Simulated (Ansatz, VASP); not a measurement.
**One calculation of LuAlN2, two programs**

```xyz
4
Lattice="3.2552 0.0000 0.0000 0.0000 3.2552 0.0000 0.0000 0.0000 4.6008" Properties=species:S:1:pos:R:3 pbc="T T T"
Al    0.0000    0.0000    0.0000
N     0.0000    0.0000    2.3004
N     1.6276    1.6276    0.0000
Lu    1.6276    1.6276    2.3004
```

Alike in both runs: task single point; functional PBE; k mesh 6 × 6 × 6; no spin polarisation.

|  | VASP | Ansatz |
| --- | --- | --- |
| version | VASP 6.6.1 | Ansatz 0.2.0 |
| potentials or method | VASP PAW PBE potentials, release 64 (Al, N, Lu) | plane waves, PAW |
| plane-wave cutoff (eV) | 520 | 420 |
| occupations | gaussian, width 0.01 eV | fixed |
| valence electrons in the cell | 38 | 38 |

|  | VASP | Ansatz | Ansatz less VASP |
| --- | --- | --- | --- |
| gap on the k mesh at the Fermi level (eV) | 0.08 | 0.08 | +0.002 |
| pressure (GPa) | -8.9 | -9.5 | -0.61 |

Neither program's run includes spin-orbit coupling.
